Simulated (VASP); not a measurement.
Crystal: Rb2Cu.

```
Rb Cu
1.0
     4.41551    0.00000    0.00000
    -2.20775    3.82394    0.00000
     0.00000    0.00000    5.11859
Rb Cu
2 1
Direct
  0.33333 0.66667 0.50000
  0.66667 0.33333 0.50000
  0.00000 0.00000 0.00000
```

The cell was generated, and may not be a known phase.

```yaml
Program: VASP 6.6.1
Task: relaxation of cell and atoms
Functional: PBE
Potentials_or_basis: VASP PAW PBE potentials, release 64 (Rb_sv, Cu)
Cutoff: 600 eV
k_mesh: 6 × 6 × 4
Occupations: gaussian, width 0.1 eV
Spin: no spin polarisation
```

At the start: pressure 17.5 GPa; volume 28.81 Å³/atom.

Question: How do energy, volume and symmetry change on relaxing?

Answer: Over 12 steps the energy falls by 1289.9 meV/atom and the volume is 45.91 Å³/atom (+59.3 %); space group P6/mmm (No. 191, to 0.1 Å) before and after.

The path:
```tsv
step	energy change (eV)	largest force (eV/Å)	pressure (GPa)	volume (Å³)
1	0.0000	0.0000	17.51	86.43
2	-3.3276	0.0000	1.06	129.42
3	-3.5297	0.0000	0.26	139.95
4	-3.7014	0.0000	-0.68	161.96
5	-3.7050	0.0000	-0.71	164.61
6	-3.7057	0.0000	-0.78	166.37
7	-3.7759	0.0000	-0.71	160.06
8	-3.8412	0.0000	-0.56	151.45
9	-3.8116	0.0000	0.03	134.24
10	-3.8588	0.0000	-0.38	144.77
11	-3.8681	0.0000	-0.12	140.24
12	-3.8698	0.0000	-0.01	137.72
```

Final structure:
```xyz
3
Lattice="6.1730 0.0000 0.0000 -3.0865 5.3459 0.0000 0.0000 0.0000 4.1732" Properties=species:S:1:pos:R:3 pbc="T T T"
Rb    0.0000    3.5640    2.0866
Rb    3.0865    1.7820    2.0866
Cu    6.1730    0.0000    0.0000
```

Caveat: the volume moved by over 15 % at a fixed basis, so the end points are rough.
